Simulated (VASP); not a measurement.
# LuI2 in VASP: single point with r2SCAN

Aim: the single point of LuI2 with r2SCAN.

Program: VASP 6.6.1. These are calculated values, not measurements. Logs are shortened: lines on timing, memory, paths and dates and some standing lists are left out, and cuts for length are marked.

## Step 1: The cell of the first run

The cell holds a disordered packing, 3 atoms: a = 4.577 Å, b = 4.565 Å, c = 5.021 Å, α = 79.81°, β = 91.97°, γ = 92.02°.

## Step 2: Single point, r2SCAN

File POSCAR:

```
LuI2
1.0
    4.5761640000     -0.0574450000      0.0789360000
   -0.1180750000      4.4945080000      0.7924860000
   -0.2587730000      0.0115880000      5.0147880000
I Lu
2 1
Direct
    0.7747850000      0.7170270000      0.6936650000
    0.3710830000      0.1764790000      0.7938640000
    0.9209380000      0.2947960000      0.2543830000
```

File INCAR.step1:

```
SYSTEM = LuI2
PREC = Accurate
ENCUT = 520
ISMEAR = -1
SIGMA = 0.1
LREAL = .FALSE.
LASPH = .TRUE.
NELM = 80
NBANDS = 26
GGA = PE
ALGO = Normal
EDIFF = 1E-4
LWAVE = .TRUE.
LCHARG = .FALSE.
```

File INCAR.step2:

```
SYSTEM = LuI2
PREC = Accurate
ENCUT = 520
EDIFF = 1E-6
ISMEAR = -1
SIGMA = 0.1
LREAL = .FALSE.
LASPH = .TRUE.
NELM = 80
ALGO = Normal
ISIF = 2
LWAVE = .FALSE.
LCHARG = .TRUE.
METAGGA = R2SCAN
LMIXTAU = .TRUE.
LELF = .TRUE.
LVHAR = .TRUE.
NBANDS = 26
ISTART = 1
```

File KPOINTS:

```
Automatic mesh
0
Gamma
  4 4 4
  0 0.5 0
```

Potentials or basis: VASP PAW PBE potentials, release 64 (I, Lu).

Run with:

```bash
$ cat potpaw_PBE.64/I/POTCAR potpaw_PBE.64/Lu/POTCAR > POTCAR
$ cp INCAR.step1 INCAR
$ mpirun -np 1 vasp_std > vasp.out
$ cp INCAR.step2 INCAR
$ mpirun -np 1 vasp_std > vasp.out
```

OUTCAR:

```text
SYSTEM = LuI2
   PREC = Accurate
   ENCUT = 520
   EDIFF = 1E-6
   ISMEAR = -1
   LREAL = .FALSE.
   LASPH = .TRUE.
   NELM = 80
   ISIF = 2
   METAGGA = R2SCAN
   ISTART = 1

 ion  position               nearest neighbor table
   1  0.775  0.717  0.694-   2 2.96   2 3.01   3 3.18   3 3.19   3 3.28   2 3.46
   2  0.371  0.176  0.794-   1 2.96   1 3.01   3 3.28   3 3.32   3 3.45   1 3.46
   3  0.921  0.295  0.254-   1 3.18   1 3.19   1 3.28   2 3.28   2 3.32   2 3.45

  LATTYP: Found a triclinic cell.
 ALAT       =     5.0214735320
 B/A-ratio  =     1.2267089475
 C/A-ratio  =     0.9115263094
 COS(alpha) =     0.0018813276
 COS(beta)  =     0.0343280213
 COS(gamma) =     0.6840362905

  Lattice vectors:

 A1 = (   0.2587730000,  -0.0115880000,  -5.0147880000)
 A2 = (   0.1406980000,   4.4829200000,  -4.2223020000)
 A3 = (   4.5761640000,  -0.0574450000,   0.0789360000)

Analysis of symmetry for initial positions (statically):
=====================================================================
 Subroutine PRICEL returns:
 Original cell was already a primitive cell.

 Routine SETGRP: Setting up the symmetry group for a
 triclinic supercell.

 Subroutine GETGRP returns: Found  1 space group operations
 (whereof  1 operations were pure point group operations)
 out of a pool of  2 trial point group operations.

The static configuration has the point symmetry C_1 .

Analysis of symmetry for dynamics (positions and initial velocities):
=====================================================================
 Subroutine PRICEL returns:
 Original cell was already a primitive cell.

 Routine SETGRP: Setting up the symmetry group for a
 triclinic supercell.

 Subroutine GETGRP returns: Found  1 space group operations
 (whereof  1 operations were pure point group operations)
 out of a pool of  2 trial point group operations.

The dynamic configuration has the point symmetry C_1 .

 Subroutine INISYM returns: Found  1 space group operations
 (whereof  1 operations are pure point group operations),
 and found     1 'primitive' translations

----------------------------------------------------------------------------------------

                                     Primitive cell

  volume of cell :     103.1696

  direct lattice vectors                    reciprocal lattice vectors
     4.576164000 -0.057445000  0.078936000     0.218376503  0.003751561  0.011259991
    -0.118075000  4.494508000  0.792486000     0.002801108  0.222632575 -0.000369909
    -0.258773000  0.011588000  5.014788000    -0.003880046 -0.035241636  0.199291441

  length of vectors
     4.577205236  4.565367228  5.021473532     0.218698785  0.222650503  0.202420617

  position of ions in fractional coordinates (direct lattice)
     0.774785000  0.717027000  0.693665000
     0.371083000  0.176479000  0.793864000
     0.920938000  0.294796000  0.254383000

  ion indices of the primitive-cell ions
   primitive index   ion index
                 1           1
                 2           2
                 3           3

----------------------------------------------------------------------------------------

 KPOINTS: Automatic mesh

Automatic generation of k-mesh.
 Grid dimensions read from file:
 generate k-points for:    4    4    4

 Generating k-lattice:

  Cartesian coordinates                     Fractional coordinates (reciprocal lattice)
     0.054594126  0.000937890  0.002814998     0.250000000  0.000000000  0.000000000
     0.000700277  0.055658144 -0.000092477     0.000000000  0.250000000 -0.000000000
    -0.000970011 -0.008810409  0.049822860     0.000000000  0.000000000  0.250000000

  Length of vectors
     0.054674696  0.055662626  0.050605154

  Shift w.r.t. Gamma in fractional coordinates (k-lattice)
     0.000000000  0.500000000  0.000000000

 Subroutine IBZKPT returns following result:
 ===========================================

 Found     32 irreducible k-points:

 Following reciprocal coordinates:
            Coordinates               Weight
 -0.000000  0.125000  0.000000      2.000000
  0.250000  0.125000 -0.000000      2.000000
  0.500000  0.125000  0.000000      2.000000
 -0.250000  0.125000 -0.000000      2.000000
  0.000000  0.375000  0.000000      2.000000
  0.250000  0.375000 -0.000000      2.000000
[... 16 lines left out ...]
  0.500000 -0.125000  0.250000      2.000000
 -0.250000 -0.125000  0.250000      2.000000
 [... further k-points ...]
   k-points           NKPTS =     32   k-points in BZ     NKDIM =     32   number of bands    NBANDS=     26
   number of dos      NEDOS =    301   number of ions     NIONS =      3
   total plane-waves  NPLWV =  51840
   dimension x,y,z NGX =    36 NGY =   36 NGZ =   40
   dimension x,y,z NGXF=    72 NGYF=   72 NGZF=   80
   ions per type =               2   1
   NGX,Y,Z   is equivalent  to a cutoff of  13.08, 13.11, 13.24 a.u.
   NGXF,Y,Z  is equivalent  to a cutoff of  26.15, 26.22, 26.49 a.u.
 SYSTEM =  LuI2
   PREC   = accura    normal or accurate (medium, high low for compatibility)
   ISTART =      1    job   : 0-new  1-cont  2-samecut
   ICHARG =      0    charge: 1-file 2-atom 10-const
   ISPIN  =      1    spin polarized calculation?
   LNONCOLLINEAR =      F non collinear calculations
   LSORBIT =      F    spin-orbit coupling
   LASPH  =      T    aspherical Exc in radial PAW
   ENCUT  =  520.0 eV  38.22 Ry    6.18 a.u.   8.51  8.49  9.34*2*pi/ulx,y,z
   NELM   =     80;   NELMIN=  2; NELMDL=  0     # of ELM steps
   EDIFF  = 0.1E-05   stopping-criterion for ELM
   LREAL  =      F    real-space projection
   EDIFFG = 0.1E-04   stopping-criterion for IOM
   NSW    =      0    number of steps for IOM
   IBRION =     -1    ionic relax: 0-MD 1-quasi-New 2-CG
   NFREE  =      0    steps in history (QN), initial steepest desc. (CG)
   ISIF   =      2    stress and relaxation
   ISYM   =      2    0-nonsym 1-usesym 2-fastsym
   POTIM  = 0.5000    time-step for ionic-motion
   TEBEG  =    0.0;   TEEND  =   0.0 temperature during run
   PSTRESS=    0.0 pullay stress
   NELECT =      39.0000    total number of electrons
   NUPDOWN=      -1.0000    fix difference up-down
   EMIN   =  10.00;   EMAX   =-10.00  energy-range for DOS
   EFERMI =   0.00;   METHOD = LEGACY
   ISMEAR =    -1;   SIGMA  =   0.10  broadening in eV -4-tet -1-fermi 0-gaus
   EFERMI_NEDOS =   21; number of points for ismear=-14 and -15
   IALGO  =     38    algorithm
   IMIX   =      4    mixing-type and parameters
     AMIX     =   0.40;   BMIX     =  1.00
     AMIX_MAG =   1.60;   BMIX_MAG =  1.00
  volume/ion in A,a.u.               =      34.39       232.07
  Fermi-wavevector in a.u.,A,eV,Ry     =   1.183711  2.236890 19.064105  1.401172
  Thomas-Fermi vector in A             =   2.319940
   LORBIT       =      0    0 simple, 1 ext, 2 COOP (PROOUT), +10 PAW based schemes
   METAGGA = R2SCAN    functional components
   LHFCALC =     F    Hartree Fock is set to
   AEXX    =    0.0000 exact exchange contribution
   IVDW    =     0    specifies the selected vdW correction
   LEPSILON=     F    determine dielectric tensor
   LRPA    =     F    only Hartree local field effects (RPA)
 non-spin polarized calculation
  energy-cutoff  :      520.00
  volume of cell :      103.17
 maximum number of plane-waves:      2792
 NGX is ok and might be reduce to    36
   NGX = 17   NGY = 17   NGZ = 19

 number of electron      38.9999999 magnetization

 Free energy of the ion-electron system (eV)
  ---------------------------------------------------
  ext. energy  EPLUGINS =         0.00000000
  ---------------------------------------------------
  free energy    TOTEN  =       -87.15146552 eV

  energy without entropy =      -87.10012301  energy(sigma->0) =      -87.12579427

 E-fermi :   5.7132     XC(G=0):  -9.7154

 val. band max:        5.6354842020   @ k =   0.5000   0.1250   0.2500
 cond. band min:       5.7226352456   @ k =   0.2500  -0.1250   0.2500
 fundamental gap:      0.0871510435
 Fermi energy:         5.7132332662

 k-point     1 :      -0.0000    0.1250    0.0000
  band No.  band energies     occupation
      1     -54.7398      2.00000
      2     -24.7222      2.00000
      3     -24.6895      2.00000
      4     -24.6601      2.00000
      5     -10.6330      2.00000
      6      -7.7743      2.00000
[... 18 lines left out ...]
     25       7.7697      0.00000
     26      10.0093      0.00000

 k-point     2 :       0.2500    0.1250   -0.0000
  band No.  band energies     occupation
      1     -54.7397      2.00000
      2     -24.7261      2.00000
      3     -24.6902      2.00000
      4     -24.6599      2.00000
      5     -10.3683      2.00000
      6      -8.1616      2.00000
[... 18 lines left out ...]
     25       7.9926      0.00000
     26       9.6704      0.00000

 k-point     3 :       0.5000    0.1250    0.0000
  band No.  band energies     occupation
      1     -54.7397      2.00000
      2     -24.7303      2.00000
      3     -24.6907      2.00000
      4     -24.6597      2.00000
      5     -10.0123      2.00000
      6      -8.6129      2.00000
[... 18 lines left out ...]
     25       8.6842      0.00000
     26       8.9172      0.00000

 k-point     4 :      -0.2500    0.1250   -0.0000
  band No.  band energies     occupation
      1     -54.7397      2.00000
      2     -24.7261      2.00000
      3     -24.6903      2.00000
      4     -24.6599      2.00000
      5     -10.3941      2.00000
      6      -8.1022      2.00000
[... 18 lines left out ...]
     25       7.9857      0.00000
     26       9.8180      0.00000
[... 496 lines left out ...]
      1     -54.7397      2.00000
      2     -24.7261      2.00000
      3     -24.6900      2.00000
      4     -24.6629      2.00000
      5     -10.3299      2.00000
      6      -8.0667      2.00000
[... 18 lines left out ...]
     25       8.6787      0.00000
     26       9.5124      0.00000

 k-point    23 :       0.5000   -0.1250    0.2500
  band No.  band energies     occupation
      1     -54.7397      2.00000
      2     -24.7301      2.00000
      3     -24.6905      2.00000
      4     -24.6626      2.00000
      5      -9.9821      2.00000
      6      -8.5572      2.00000
[... 18 lines left out ...]
     25       8.2806      0.00000
     26       9.7114      0.00000

 k-point    24 :      -0.2500   -0.1250    0.2500
  band No.  band energies     occupation
      1     -54.7397      2.00000
      2     -24.7260      2.00000
      3     -24.6900      2.00000
      4     -24.6629      2.00000
      5     -10.3004      2.00000
      6      -8.1548      2.00000
[... 18 lines left out ...]
     25       8.5558      0.00000
     26       9.4578      0.00000

 [... further k-points ...]

------------------------ aborting loop because EDIFF is reached ----------------------------------------

  FORCE on cell =-STRESS in cart. coord.  units (eV):
  Direction    XX          YY          ZZ          XY          YZ          ZX
  --------------------------------------------------------------------------------------
  -------------------------------------------------------------------------------------
  Total        6.2464586      8.6497079     -4.0010333      0.9093111      1.9874687     -0.5859599
  in kB       97.0046611    134.3260304    -62.1342271     14.1211875     30.8644853     -9.0996900
  external PRESSURE =      56.3988214 kB  Pullay stress =       0.0000000 kB

 VOLUME and BASIS-vectors are now :
 -----------------------------------------------------------------------------
  energy-cutoff  :      520.00
  volume of cell :      103.17
      direct lattice vectors                 reciprocal lattice vectors
     4.576164000 -0.057445000  0.078936000     0.218376503  0.003751561  0.011259991
    -0.118075000  4.494508000  0.792486000     0.002801108  0.222632575 -0.000369909
    -0.258773000  0.011588000  5.014788000    -0.003880046 -0.035241636  0.199291441

 POSITION                                       TOTAL-FORCE (eV/Angst)
 -----------------------------------------------------------------------------------
      3.28138      3.18621      4.10798         2.484288      0.148943     -2.399767
      1.47187      0.78107      4.15021        -2.598855     -0.057413      2.289838
      4.11373      1.27501      1.58199         0.114567     -0.091530      0.109929
 -----------------------------------------------------------------------------------
    total drift:                               -0.005833     -0.016370     -0.009065

  FREE ENERGIE OF THE ION-ELECTRON SYSTEM (eV)
  ---------------------------------------------------
  free  energy   TOTEN  =       -87.1514655249 eV

  energy  without entropy=      -87.1001230099  energy(sigma->0) =      -87.12579427
```

It took 6.1 min on 1 thread of AMD EPYC 7R43 (Zen 3), shared host; peak memory 0.23 GiB.

What came out:

| Property | Result |
| --- | --- |
| Free energy | -87.1515 eV |
| Pressure | 5.6 GPa |
| Largest force | 3.464 eV/Å |
| Band gap on the k mesh | zero (an odd number of electrons rules out a gap without spin polarisation) |

Forces on the atoms (eV/Å):
```
I    2.484  0.149 -2.400
I   -2.599 -0.057  2.290
Lu   0.115 -0.092  0.110
```

Caveat: the PAW data sets were made with another functional, which shifts forces and pressure a little; spin-orbit coupling is left out, which moves the levels of the heavy elements; an odd number of electrons without spin polarisation forces a metal; a magnetic or distorted state may lie lower.
